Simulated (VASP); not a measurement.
Input of a VASP 6.6.1 run:

File INCAR:

```
SYSTEM = LuNb2Br3
PREC     = Accurate       ! precision mode
ENCUT    = 600            ! plane-wave cutoff, eV
EDIFF    = 1E-6           ! SCF threshold, eV
ISMEAR   = 0              ! smearing method
SIGMA    = 0.1            ! smearing width, eV
LREAL    = .False.        ! projectors in reciprocal space
LASPH    = .True.         ! aspherical terms in the spheres
NELM     = 100            ! most SCF steps
ALGO     = Normal         ! electronic algorithm
ISIF     = 3              ! what is computed and relaxed
LWAVE    = .False.        ! write WAVECAR
LCHARG   = .False.        ! write CHGCAR
GGA      = PE             ! functional
IBRION   = 2              ! ionic algorithm
NSW      = 100            ! ionic steps
EDIFFG   = -0.01          ! ionic threshold
```

The input KPOINTS:

```
Automatic mesh
0
Gamma
  9 9 10
  0 0 0
```

Contents of POSCAR:

```
LuNb2Br3
1.0
    6.0970104404      0.0000000000      0.0000000000
   -3.0485052202      5.2801659285      0.0000000000
    0.0000000000      0.0000000000      4.3223747470
Lu Nb Br
1 2 3
Direct
    0.0000000000      0.0000000000      0.0000000000
    0.6666666667      0.3333333333      0.0000000000
    0.3333333333      0.6666666667      0.0000000000
    0.5000000000      0.5000000000      0.5000000000
    0.5000000000      0.0000000000      0.5000000000
    0.0000000000      0.5000000000      0.5000000000
```

Potentials or basis: VASP PAW PBE potentials, release 64 (Lu, Nb_sv, Br).

Run with:

```sh
$ cat potpaw_PBE.64/Lu/POTCAR potpaw_PBE.64/Nb_sv/POTCAR potpaw_PBE.64/Br/POTCAR > POTCAR
$ mpirun -np 1 vasp_std > vasp.out
```

Q: Predict the band gap on the k mesh.

A: Zero (band 36 reaches 7.13 eV, above the bottom of band 37 at 6.36 eV).

Q: Predict the relaxed volume.

A: 23.15 Å³/atom.

Step by step:
```tsv
step	energy change (eV)	largest force (eV/Å)	pressure (GPa)	volume (Å³)
1	0.0000	0.0000	-0.09	139.15
2	-0.0006	0.0000	0.01	138.90
```

Caveat: spin-orbit coupling is left out, which moves the levels of the heavy elements.
